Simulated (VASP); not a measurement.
Runs of VASP 6.6.1 on Pb. It takes space group Fm-3m (No. 225, cubic). Conventional cell: a = 4.989 Å, b = 4.989 Å, c = 4.989 Å, α = 90.00°, β = 90.00°, γ = 90.00°. Pb (site symmetry m-3m) has 12 Pb at 3.53 Å within 4.6 Å. 

| k mesh | smearing | gap on the mesh (eV) | pressure (GPa) |
| --- | --- | --- | --- |
| 18 × 18 × 18 | fermi-dirac 0.1 eV | none | 0.2 |
| 11 × 11 × 11 | methfessel-paxton 0.6 eV | none | 0.0 |
| 11 × 11 × 11 | methfessel-paxton 0.03 eV | none | 0.0 |
| 11 × 11 × 11 | methfessel-paxton 1 eV | none | 0.1 |
| 11 × 11 × 11 | methfessel-paxton 0.3 eV | none | (a) |

Alike in all rows: task single point; level r2SCAN; potentials or basis VASP PAW PBE potentials, release 64 (Pb_d); no spin polarisation; cell as given; cutoff (eV) 520.

**Question.** Estimate the missing entries.

**Answer.** (a) -0.1.

Caveats: the PAW data sets were made with another functional, which shifts forces and pressure a little; spin-orbit coupling is left out, which moves the levels of the heavy elements.

A k mesh can miss the band edges, and the runs leave out spin-orbit coupling on Pb.

A gap of «none» marks levels without a gap at the run's occupations.
